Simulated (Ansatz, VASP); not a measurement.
## One calculation of Hf3N4, two programs

```xyz
14
Lattice="-3.3671 3.3671 3.3671 3.3671 -3.3671 3.3671 3.3671 3.3671 -3.3671" Properties=species:S:1:pos:R:3 pbc="T T T"
Hf    2.5254    0.0000    1.6836
Hf    1.6836    2.5254    0.0000
Hf    0.8418    0.0000    5.0507
Hf    5.0507    0.8418    0.0000
Hf    0.0000    1.6836    2.5254
Hf    0.0000    5.0507    0.8418
N     0.4479    0.4479    0.4479
N    -1.2357    1.2357    4.6029
N    -0.4479    2.9193    0.4479
N     4.6029   -1.2357    1.2357
N     0.4479   -0.4479    2.9193
N     2.1314    2.1314    2.1314
N     2.9193    0.4479   -0.4479
N     1.2357    4.6029   -1.2357
```

Alike in both runs: functional PBE; k mesh 6 × 6 × 6; occupations gaussian, width 0.02 eV; no spin polarisation.

Ansatz relaxed the structure, and its values are those at the end. VASP's run is a single point on that final structure, the one shown.

|  | VASP | Ansatz |
| --- | --- | --- |
| version | VASP 6.6.1 | Ansatz 0.2.0 |
| potentials or method | VASP PAW PBE potentials, release 64 (Hf_pv, N), cutoff 600 eV | scalar-relativistic, plane waves, PAW |
| valence electrons in the cell | 100 | 196 |

VASP gave:

| Item | Value |
| --- | --- |
| gap on the k mesh at the Fermi level (eV) | 1.04 |
| least direct gap on the mesh (eV) | 1.04 |
| pressure (GPa) | -2.8 |
| rms of the force components (eV/Å) | 0.019 |

Task: Which values does Ansatz return?

Result: gap on the k mesh at the Fermi level (eV): 1.04; least direct gap on the mesh (eV): 1.04; pressure (GPa): 0.0; rms of the force components (eV/Å): 0.000.

VASP's potentials hold 100 valence electrons a cell and Ansatz's 196, so a difference there can come from the potentials and not from the codes.

Neither program's run includes spin-orbit coupling.
